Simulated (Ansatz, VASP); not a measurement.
BaTe: VASP beside Ansatz

File INCAR:

```
SYSTEM = BaTe
  PREC = Accurate
  ENCUT = 500
  EDIFF = 1E-6
  ISMEAR = -1
  SIGMA = 0.02
  LREAL = .False.
  LASPH = .True.
  NELM = 120
  ALGO = Normal
  ISIF = 2
  LWAVE = .False.
  LCHARG = .False.
  GGA = PE
  NBANDS = 15
  GGA_COMPAT = .False.
```

Contents of KPOINTS:

```
Automatic mesh
0
Gamma
  6 6 6
  0 0 0
```

The input POSCAR:

```
BaTe
1.0
   -0.0330728676      3.9006565919      3.9006565919
    3.9006565919     -0.0330728676      3.9006565919
    3.9006565919      3.9006565919     -0.0330728676
Ba Te
1 1
Direct
   -0.0008916373     -0.0008916373     -0.0008916373
    0.2508916373      0.2508916373      0.2508916373
```

Input for Ansatz:

```yaml
crystal:
  lattice:
    - [-0.0330728676, 3.9006565919, 3.9006565919]
    - [3.9006565919, -0.0330728676, 3.9006565919]
    - [3.9006565919, 3.9006565919, -0.0330728676]
  atoms:
    - { symbol: Ba, position: [-0.0008916373, -0.0008916373, -0.0008916373] }
    - { symbol: Te, position: [0.2508916373, 0.2508916373, 0.2508916373] }
kpoints:
  mp_grid: { grid: [6, 6, 6] }
  band_path:
    path:
      - [0.0, 0.0, 0.0]
      - [-0.5, -0.5, 0.0]
      - [-0.375, -0.375, 0.25]
      - [-0.375, 0.0, 0.375]
      - [0.0, 0.0, 0.5]
      - [-0.5, -0.25, 0.25]
      - [0.0, 0.5, 0.5]
    npoints: 1
hamiltonian:
  xc: pbe
scf:
  occupations: { method: fermi_dirac, width: 0.02 }
  n_extra_bands: 4
output:
  forces: true
  stress: true
  eigenvalues: true
```

Change from the starting cell: epitaxial_111 strain +0.5%.

Alike in both runs: task single point; functional PBE; k mesh 6 × 6 × 6; occupations fermi-dirac, width 0.02 eV; no spin polarisation.

```csv
,VASP,Ansatz
version,VASP 6.6.1,Ansatz 0.2.0
potentials or method,"VASP PAW PBE potentials, release 64 (Ba_sv, Te)","plane waves, PAW"
plane-wave cutoff (eV),500,420
valence electrons in the cell,16,26
```

Ansatz gave:

| Item | Value |
| --- | --- |
| gap on the k mesh at the Fermi level (eV) | 2.56 |
| pressure (GPa) | 0.0 |

Which values does VASP return?

gap on the k mesh at the Fermi level (eV): 2.57; pressure (GPa): 0.2.

VASP's potentials hold 16 valence electrons a cell and Ansatz's 26, so a difference there can come from the potentials and not from the codes.

Neither program's run includes spin-orbit coupling.
